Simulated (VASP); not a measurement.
Here is a VASP 6.6.1 calculation.

File POSCAR:

```
AlCu
1.0
    2.9975090000      0.0000000000      0.0000000000
    0.0000000000      2.9975090000      0.0000000000
    0.0000000000      0.0000000000      2.9975090000
Al Cu
1 1
Direct
    0.0000000000      0.0000000000      0.0000000000
    0.5000000000      0.5000000000      0.5417012926
```

Contents of INCAR.step1:

```
ALGO = Normal ; EDIFF = 1E-4
ENCUT = 520 ; GGA = PE
ISMEAR = 0 ; LASPH = T
LCHARG = F ; LREAL = F
LWAVE = T ; NBANDS = 14
NELM = 60 ; PREC = Accurate
SIGMA = 0.15
```

Contents of INCAR.step2:

```
ALGO = Normal ; EDIFF = 1E-6
ENCUT = 520 ; ISIF = 2
ISMEAR = 0 ; ISTART = 1
LASPH = T ; LCHARG = T
LELF = T ; LMIXTAU = T
LREAL = F ; LVHAR = T
LWAVE = F ; METAGGA = R2SCAN
NBANDS = 14 ; NELM = 60
PREC = Accurate ; SIGMA = 0.15
```

Contents of KPOINTS:

```
k-points
0
Gamma
  16 16 16
```

Potentials or basis: VASP PAW PBE potentials, release 64 (Al, Cu).

Command:

```console
$ cat potpaw_PBE.64/Al/POTCAR potpaw_PBE.64/Cu/POTCAR > POTCAR
$ cp INCAR.step1 INCAR
$ mpirun -np 1 vasp_std > vasp.out
$ cp INCAR.step2 INCAR
$ mpirun -np 1 vasp_std > vasp.out
```

Estimate the largest force.

0.499 eV/Å.

Estimate the band gap on the k mesh.

zero (bands 7 and 8 overlap by 4.96 eV).

Estimate the pressure.

-4.2 GPa.

Stress tensor (GPa, compression positive):
```
-3.99  0.00  0.00
 0.00 -3.99  0.00
 0.00  0.00 -4.51
```

Caveat: the cell differs from its parent crystal (all Cu atoms moved +0.125 Å, as atom 2 along Cartesian [0 0 1]); the cell stands under tension; the PAW data sets were made with another functional, which shifts forces and pressure a little.
